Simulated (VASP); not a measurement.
Write the native input for VASP 6.6.1 that does the following.

* Task: relaxation of cell and atoms
* Functional: PBE
* Potentials or basis: VASP PAW PBE potentials, release 64 (Mg, Cd, S)
* Cutoff: 600 eV
* k mesh: 6 × 6 × 2
* Occupations: gaussian, width 0.1 eV
* Spin: no spin polarisation
* Dipole correction: no
* Further INCAR settings: ALGO = Normal; EDIFF = 1e-06; IBRION = 2; EDIFFG = -0.04; NSW = 90; ISIF = 3

The structure of Mg3CdS2 lies in POSCAR:

```
Mg3CdS2
1.0
    4.4705156700      0.0000000000      0.0000000000
   -2.2352578300      3.8715801400      0.0000000000
    0.0000000000      0.0000000000      8.7360987500
Mg Cd S
3 1 2
Direct
    0.3333333300      0.6666666700      0.5000000000
    0.6666666700      0.3333333300      0.5000000000
    0.0000000000      0.0000000000      0.0000000000
    0.0000000000      0.0000000000      0.5000000000
    0.0000000000      0.0000000000      0.2412058100
    0.0000000000      0.0000000000      0.7587941900
```

The cell was built from a structure type or drawn by symmetry, and may not be a known phase.

One way to write it, as run:

INCAR

```
PREC     = Accurate       # precision mode
ENCUT    = 600            # plane-wave cutoff, eV
EDIFF    = 1E-6           # SCF threshold, eV
ISMEAR   = 0              # smearing method
SIGMA    = 0.1            # smearing width, eV
LREAL    = False          # projectors in reciprocal space
LASPH    = True           # aspherical terms in the spheres
NELM     = 100            # most SCF steps
ALGO     = Normal         # electronic algorithm
ISIF     = 3              # what is computed and relaxed
LWAVE    = False          # write WAVECAR
LCHARG   = False          # write CHGCAR
GGA      = PE             # functional
IBRION   = 2              # ionic algorithm
NSW      = 90             # ionic steps
EDIFFG   = -0.04          # ionic threshold
```

KPOINTS

```
regular mesh
0
Gamma
  6 6 2
```

Potentials or basis: VASP PAW PBE potentials, release 64 (Mg, Cd, S).

Launch:

```sh
$ cat potpaw_PBE.64/Mg/POTCAR potpaw_PBE.64/Cd/POTCAR potpaw_PBE.64/S/POTCAR > POTCAR
$ mpirun -np 1 vasp_std > vasp.out
```

Results of the run:

| Quantity | Value |
| --- | --- |
| Relaxed volume | 38.02 Å³/atom |
| Relaxed cell | a = 5.246 Å, b = 5.246 Å, c = 9.572 Å, α = 90.00°, β = 90.00°, γ = 120.00° |
| Space group after relaxing (to 0.1 Å) | P6/mmm (No. 191) |
| Energy gained by relaxing | 520.7 meV/atom |
| Ionic steps | 9 |
| Pressure after relaxing | 0.0 GPa |
| Largest force after relaxing | 0.020 eV/Å |
| Band gap on the k mesh | zero (bands 15 and 16 overlap by 2.30 eV) |

Caveat: the volume moved by over 15 % at a fixed basis, so the end points are rough.

It took 9.5 min on 1 thread of Intel Xeon 8259CL (shared host), peak memory 0.33 GiB.
